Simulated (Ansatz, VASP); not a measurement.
**W in VASP and in Ansatz**

```
CELL_PARAMETERS angstrom
0.00000 2.96600 2.96600
2.96600 0.00000 2.96600
2.96600 2.96600 0.00000
ATOMIC_POSITIONS crystal
W 0.12500 0.12500 0.12500
W 0.87500 0.87500 0.87500
```

Alike in both runs: task single point; functional LDA; k mesh 11 × 11 × 11; occupations fermi-dirac, width 0.1 eV; no spin polarisation.

|  | VASP | Ansatz |
| --- | --- | --- |
| version | VASP 6.6.1 | Ansatz 0.2.0 |
| potentials or method | VASP PAW LDA potentials, release 64 (W_sv), cutoff 520 eV | plane waves (420 eV) with PAW, scalar-relativistic |
| valence electrons in the cell | 28 | 28 |

|  | VASP | Ansatz | Ansatz less VASP |
| --- | --- | --- | --- |
| pressure (GPa) | -11.8 | -12.4 | -0.65 |

Ansatz warns that its potentials were made for another functional, while VASP's fit it. LDA's correlation is that of Perdew and Zunger in VASP and of Perdew and Wang (1992) in Ansatz.

Neither program's run includes spin-orbit coupling.
